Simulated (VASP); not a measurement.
# Ta3Mo in VASP: single point with PBE

Aim: the single point of Ta3Mo with PBE.

All numbers are computed with VASP 6.6.1; they aren't measurements. Logs are shortened: lines on timing, memory, paths and dates and some standing lists are left out, and cuts for length are marked.

### Step 1. The cell of the first run

The typed cell holds 16 atoms: a = 6.557 Å, b = 6.542 Å, c = 6.540 Å, α = 89.79°, β = 90.12°, γ = 89.89°.

### Step 2. Single point, PBE

Input file INCAR:

```
PREC = Accurate ; ENCUT = 520
EDIFF = 1E-6 ; ISMEAR = 0
SIGMA = 0.1 ; LREAL = Auto
LASPH = True ; NELM = 60
ALGO = Fast ; ISIF = 2
LWAVE = False ; LCHARG = False
GGA = PE ; ISYM = 0
NBANDS = 108
```

Input file KPOINTS:

```
Automatic mesh
0
Gamma
  3 3 3
```

Input file POSCAR:

```
Ta3Mo
1.0
    6.5571966635      0.0068554722     -0.0074671417
    0.0061197356      6.5417112093      0.0117164541
   -0.0067179679      0.0117547418      6.5404003605
Mo Ta
4 12
Direct
    1.0006468127      0.9989471533     -0.0005469533
    0.5006359739      0.4989469284     -0.0005470804
    0.5006455419      0.9989583903      0.4994519621
    0.5006635235      0.4989597917      0.4994428674
    0.5006511979     -0.0010402690      0.9994370032
    0.0006573010      0.4989665438      0.9994436058
    0.0006555473     -0.0010301167      0.4994374349
    0.2552832701      0.2491082459      0.2498074360
    0.7460136801      0.2493102128      0.2495758893
    1.0006343694      0.4989502054      0.4994518252
    0.2552184366      0.7486280926      0.2497957406
    0.2551297279      0.2491896339      0.7492242791
    0.7461581505      0.7487287041      0.2496661191
    0.7460872422      0.2492856324      0.7491115730
    0.2552772391      0.7486080986      0.7492955158
    0.7460199093      0.7488140815      0.7490894138
```

Potentials or basis: VASP PAW PBE potentials, release 64 (Mo_sv, Ta_pv).

The run is started by

```
cat potpaw_PBE.64/Mo_sv/POTCAR potpaw_PBE.64/Ta_pv/POTCAR > POTCAR
mpirun -np 1 vasp_std > vasp.out
```

OUTCAR:

```text
PREC = Accurate
   ENCUT = 520
   EDIFF = 1E-6
   ISMEAR = 0
   LREAL = Auto
   LASPH = True
   NELM = 60
   ISIF = 2
   GGA = PE
   ISYM = 0

 ion  position               nearest neighbor table
   1  0.001  0.999  0.999-  11 2.85  14 2.85  13 2.85  12 2.85  16 2.86   8 2.86   9 2.86  15 2.86
                             7 3.27   7 3.27   6 3.27   6 3.27   5 3.28   5 3.28
   2  0.501  0.499  0.999-   9 2.81  15 2.81   8 2.82  16 2.82  12 2.82  13 2.82  11 2.82  14 2.82
                             4 3.27   4 3.27   5 3.27   5 3.27   6 3.28   6 3.28
   3  0.501  0.999  0.499-  16 2.81   8 2.81  15 2.82   9 2.82  11 2.82  14 2.82  12 2.82  13 2.82
                             5 3.27   5 3.27   4 3.27   4 3.27   7 3.28   7 3.28
   4  0.501  0.499  0.499-  11 2.81  14 2.81  13 2.82  12 2.82  16 2.82   8 2.82   9 2.82  15 2.82
                             2 3.27   2 3.27   3 3.27   3 3.27  10 3.28  10 3.28
   5  0.501  0.999  0.999-  12 2.81  13 2.81  14 2.82  11 2.82   9 2.82  15 2.82  16 2.82   8 2.82
                             3 3.27   3 3.27   2 3.27   2 3.27   1 3.28   1 3.28
   6  0.001  0.499  0.999-  16 2.85   8 2.85  15 2.85   9 2.85  12 2.86  11 2.86  13 2.86  14 2.86
                            10 3.27  10 3.27   1 3.27   1 3.27   2 3.28   2 3.28
   7  0.001  0.999  0.499-  15 2.85   9 2.85   8 2.85  16 2.85  12 2.85  13 2.86  11 2.86  14 2.86
                             1 3.27   1 3.27  10 3.27  10 3.27   3 3.28   3 3.28
   8  0.255  0.249  0.250-   3 2.81   2 2.82   4 2.82   5 2.82   6 2.85   7 2.85  10 2.85   1 2.86
                             9 3.22  12 3.27  11 3.27  11 3.27  12 3.27   9 3.34
   9  0.746  0.249  0.250-   2 2.81   3 2.82   4 2.82   5 2.82   7 2.85   6 2.85  10 2.85   1 2.86
                             8 3.22  13 3.27  14 3.27  14 3.27  13 3.27   8 3.34
  10  0.001  0.499  0.499-  12 2.84  13 2.84  14 2.85  11 2.85   9 2.85  15 2.85  16 2.85   8 2.85
                             6 3.27   6 3.27   7 3.27   7 3.27   4 3.28   4 3.28
  11  0.255  0.749  0.250-   4 2.81   5 2.82   3 2.82   2 2.82   1 2.85  10 2.85   6 2.86   7 2.86
                            13 3.22  15 3.27   8 3.27  15 3.27   8 3.27  13 3.34
  12  0.255  0.249  0.749-   5 2.81   4 2.82   2 2.82   3 2.82  10 2.84   1 2.85   7 2.85   6 2.86
                            14 3.22   8 3.27  15 3.27   8 3.27  15 3.27  14 3.34
  13  0.746  0.749  0.250-   5 2.81   4 2.82   2 2.82   3 2.82  10 2.84   1 2.85   7 2.86   6 2.86
                            11 3.22  16 3.27   9 3.27  16 3.27   9 3.27  11 3.34
  14  0.746  0.249  0.749-   4 2.81   5 2.82   3 2.82   2 2.82   1 2.85  10 2.85   6 2.86   7 2.86
                            12 3.22   9 3.27  16 3.27   9 3.27  16 3.27  12 3.34
  15  0.255  0.749  0.749-   2 2.81   3 2.82   4 2.82   5 2.82   7 2.85   6 2.85  10 2.85   1 2.86
                            16 3.22  11 3.27  12 3.27  11 3.27  12 3.27  16 3.34
  16  0.746  0.749  0.749-   3 2.81   4 2.82   2 2.82   5 2.82   6 2.85   7 2.85  10 2.85   1 2.86
                            15 3.22  13 3.27  14 3.27  14 3.27  13 3.27  15 3.34

IMPORTANT INFORMATION: All symmetrisations will be switched off!
NOSYMM: (Re-)initialisation of all symmetry stuff for point group C_1.

----------------------------------------------------------------------------------------

                                     Primitive cell

  volume of cell :     280.5508

  direct lattice vectors                    reciprocal lattice vectors
     6.557196664  0.006855472 -0.007467142     0.152504523 -0.000142948  0.000156902
     0.006119736  6.541711209  0.011716454    -0.000160132  0.152865843 -0.000274903
    -0.006717968  0.011754742  6.540400360     0.000174400 -0.000274007  0.152896511

  length of vectors
     6.557204499  6.541724564  6.540414374     0.152504671  0.152866174  0.152896856

  position of ions in fractional coordinates (direct lattice)
     0.000646813  0.998947153  0.999453047
     0.500635974  0.498946928  0.999452920
     0.500645542  0.998958390  0.499451962
     0.500663524  0.498959792  0.499442867
     0.500651198  0.998959731  0.999437003
     0.000657301  0.498966544  0.999443606
[... 8 lines left out ...]
     0.255277239  0.748608099  0.749295516
     0.746019909  0.748814082  0.749089414

  ion indices of the primitive-cell ions
   primitive index   ion index
                 1           1
                 2           2
                 3           3
                 4           4
                 5           5
                 6           6
[... 8 lines left out ...]
                15          15
                16          16

----------------------------------------------------------------------------------------

 KPOINTS: Automatic mesh

Automatic generation of k-mesh.
 Grid dimensions read from file:
 generate k-points for:    3    3    3

 Generating k-lattice:

  Cartesian coordinates                     Fractional coordinates (reciprocal lattice)
     0.050834841 -0.000047649  0.000052301     0.333333333  0.000000000  0.000000000
    -0.000053377  0.050955281 -0.000091634    -0.000000000  0.333333333  0.000000000
     0.000058133 -0.000091336  0.050965504     0.000000000  0.000000000  0.333333333

  Length of vectors
     0.050834890  0.050955391  0.050965619

  Shift w.r.t. Gamma in fractional coordinates (k-lattice)
     0.000000000  0.000000000  0.000000000

 Subroutine IBZKPT returns following result:
 ===========================================

 Found     14 irreducible k-points:

 Following reciprocal coordinates:
            Coordinates               Weight
  0.000000  0.000000  0.000000      1.000000
  0.333333  0.000000  0.000000      2.000000
 -0.000000  0.333333  0.000000      2.000000
  0.333333  0.333333 -0.000000      2.000000
 -0.333333  0.333333 -0.000000      2.000000
  0.000000  0.000000  0.333333      2.000000
  0.333333  0.000000  0.333333      2.000000
 -0.333333  0.000000  0.333333      2.000000
  0.000000  0.333333  0.333333      2.000000
  0.333333  0.333333  0.333333      2.000000
 -0.333333  0.333333  0.333333      2.000000
  0.000000 -0.333333  0.333333      2.000000
  0.333333 -0.333333  0.333333      2.000000
 -0.333333 -0.333333  0.333333      2.000000
   k-points           NKPTS =     14   k-points in BZ     NKDIM =     14   number of bands    NBANDS=    108
   number of dos      NEDOS =    301   number of ions     NIONS =     16
   total plane-waves  NPLWV = 125000
   dimension x,y,z NGX =    50 NGY =   50 NGZ =   50
   dimension x,y,z NGXF=   100 NGYF=  100 NGZF=  100
   ions per type =               4  12
   NGX,Y,Z   is equivalent  to a cutoff of  12.68, 12.71, 12.71 a.u.
   NGXF,Y,Z  is equivalent  to a cutoff of  25.35, 25.41, 25.42 a.u.
 SYSTEM =  unknown system
   PREC   = accura    normal or accurate (medium, high low for compatibility)
   ISTART =      0    job   : 0-new  1-cont  2-samecut
   ICHARG =      2    charge: 1-file 2-atom 10-const
   ISPIN  =      1    spin polarized calculation?
   LNONCOLLINEAR =      F non collinear calculations
   LSORBIT =      F    spin-orbit coupling
   LASPH  =      T    aspherical Exc in radial PAW
   ENCUT  =  520.0 eV  38.22 Ry    6.18 a.u.  12.19 12.16 12.16*2*pi/ulx,y,z
   NELM   =     60;   NELMIN=  2; NELMDL= -5     # of ELM steps
   EDIFF  = 0.1E-05   stopping-criterion for ELM
   LREAL  =      T    real-space projection
   EDIFFG = 0.1E-04   stopping-criterion for IOM
   NSW    =      0    number of steps for IOM
   IBRION =     -1    ionic relax: 0-MD 1-quasi-New 2-CG
   NFREE  =      0    steps in history (QN), initial steepest desc. (CG)
   ISIF   =      2    stress and relaxation
   ISYM   =      0    0-nonsym 1-usesym 2-fastsym
   POTIM  = 0.5000    time-step for ionic-motion
   TEBEG  =    0.0;   TEEND  =   0.0 temperature during run
   PSTRESS=    0.0 pullay stress
   NELECT =     188.0000    total number of electrons
   NUPDOWN=      -1.0000    fix difference up-down
   EMIN   =  10.00;   EMAX   =-10.00  energy-range for DOS
   EFERMI =   0.00;   METHOD = LEGACY
   ISMEAR =     0;   SIGMA  =   0.10  broadening in eV -4-tet -1-fermi 0-gaus
   EFERMI_NEDOS =   21; number of points for ismear=-14 and -15
   IALGO  =     68    algorithm
   IMIX   =      4    mixing-type and parameters
     AMIX     =   0.40;   BMIX     =  1.00
     AMIX_MAG =   1.60;   BMIX_MAG =  1.00
  volume/ion in A,a.u.               =      17.53       118.33
  Fermi-wavevector in a.u.,A,eV,Ry     =   1.432596  2.707213 27.923644  2.052330
  Thomas-Fermi vector in A             =   2.552206
   LORBIT       =      0    0 simple, 1 ext, 2 COOP (PROOUT), +10 PAW based schemes
   GGA     = PE    functional components
   LHFCALC =     F    Hartree Fock is set to
   AEXX    =    0.0000 exact exchange contribution
   IVDW    =     0    specifies the selected vdW correction
   LEPSILON=     F    determine dielectric tensor
   LRPA    =     F    only Hartree local field effects (RPA)
 non-spin polarized calculation
 RMM-DIIS sequential band-by-band and
 Gauss-broadening in eV      SIGMA  =   0.10
  energy-cutoff  :      520.00
  volume of cell :      280.55
 maximum number of plane-waves:      7575
 NGX is ok and might be reduce to    50
   NGX = 25   NGY = 25   NGZ = 25

 number of electron     188.0000002 magnetization

 Free energy of the ion-electron system (eV)
  ---------------------------------------------------
  ext. energy  EPLUGINS =         0.00000000
  ---------------------------------------------------
  free energy    TOTEN  =      -186.72825922 eV

  energy without entropy =     -186.63361613  energy(sigma->0) =     -186.68093768

 E-fermi :   6.8156     XC(G=0): -12.7529

 val. band max:        6.8145292247   @ k =  -0.3333   0.0000   0.3333
 cond. band min:       6.8156042133   @ k =   0.3333   0.3333  -0.0000
 fundamental gap:      0.0010749886
 Fermi energy:         6.8156028775

 k-point     1 :       0.0000    0.0000    0.0000
  band No.  band energies     occupation
      1     -53.3842      2.00000
      2     -53.3086      2.00000
      3     -53.3050      2.00000
      4     -53.2839      2.00000
      5     -27.8024      2.00000
      6     -27.7985      2.00000
[... 98 lines left out ...]
    105       8.6268      0.00000
    106       8.6355      0.00000

 k-point     2 :       0.3333    0.0000    0.0000
  band No.  band energies     occupation
      1     -53.3842      2.00000
      2     -53.3086      2.00000
      3     -53.3050      2.00000
      4     -53.2839      2.00000
      5     -27.7449      2.00000
      6     -27.7416      2.00000
[... 1406 lines left out ...]
    105       9.5144      0.00000
    106       9.5501      0.00000
 [bands above 106 left out]

------------------------ aborting loop because EDIFF is reached ----------------------------------------

  FORCE on cell =-STRESS in cart. coord.  units (eV):
  Direction    XX          YY          ZZ          XY          YZ          ZX
  --------------------------------------------------------------------------------------
  -------------------------------------------------------------------------------------
  Total        0.4236110      0.2368582      0.3103767     -0.2196573     -0.2792470      0.2393034
  in kB        2.4191694      1.3526563      1.7725074     -1.2544250     -1.5947313      1.3666202
  external PRESSURE =       1.8481110 kB  Pullay stress =       0.0000000 kB

 VOLUME and BASIS-vectors are now :
 -----------------------------------------------------------------------------
  energy-cutoff  :      520.00
  volume of cell :      280.55
      direct lattice vectors                 reciprocal lattice vectors
     6.557196664  0.006855472 -0.007467142     0.152504523 -0.000142948  0.000156902
     0.006119736  6.541711209  0.011716454    -0.000160132  0.152865843 -0.000274903
    -0.006717968  0.011754742  6.540400360     0.000174400 -0.000274007  0.152896511

 POSITION                                       TOTAL-FORCE (eV/Angst)
 -----------------------------------------------------------------------------------
      0.00364      6.54658      6.54852         0.000778     -0.000595     -0.000793
      3.27911      3.27915      6.53893         0.001438     -0.000297     -0.000906
      3.28559      6.54420      3.27458         0.000895     -0.001256     -0.000777
      3.28265      3.27335      3.26866        -0.000511     -0.001336      0.000112
      3.28227      6.55009      6.54468        -0.002167      0.002021      0.001691
      0.00065      3.27585      6.54260        -0.002201      0.001791      0.001342
[... 8 lines left out ...]
      1.67345      4.90774      4.90756        -0.002769      0.003842      0.003835
      4.89135      4.91245      4.90255         0.003296      0.003090      0.003359
 -----------------------------------------------------------------------------------
    total drift:                               -0.007089      0.011638      0.006284

  FREE ENERGIE OF THE ION-ELECTRON SYSTEM (eV)
  ---------------------------------------------------
  free  energy   TOTEN  =      -186.7282592209 eV

  energy  without entropy=     -186.6336161297  energy(sigma->0) =     -186.68093768
```

Wall time 11 min (1 thread of Intel Xeon 6975P-C (Granite Rapids), shared host); peak memory 0.51 GiB.

What came out:

| Item | Value |
| --- | --- |
| Free energy | -186.7283 eV |
| Pressure | 0.2 GPa |
| Largest force | 0.007 eV/Å |
| Band gap on the k mesh | zero (bands 94 and 95 overlap by 1.51 eV) |

Forces in eV/Å, atoms in the order of the input:
```
Mo   0.001 -0.001 -0.001
Mo   0.001  0.000 -0.001
Mo   0.001 -0.001 -0.001
Mo  -0.001 -0.001  0.000
Ta  -0.002  0.002  0.002
Ta  -0.002  0.002  0.001
Ta  -0.002  0.002  0.001
Ta  -0.003 -0.004 -0.005
Ta   0.004 -0.005 -0.003
Ta  -0.001  0.003  0.001
Ta  -0.003  0.003 -0.004
Ta  -0.001 -0.002  0.001
Ta   0.004  0.000 -0.002
Ta   0.004 -0.004  0.002
Ta  -0.003  0.004  0.004
Ta   0.003  0.003  0.003
```

Caveat: spin-orbit coupling is left out, which moves the levels of the heavy elements.
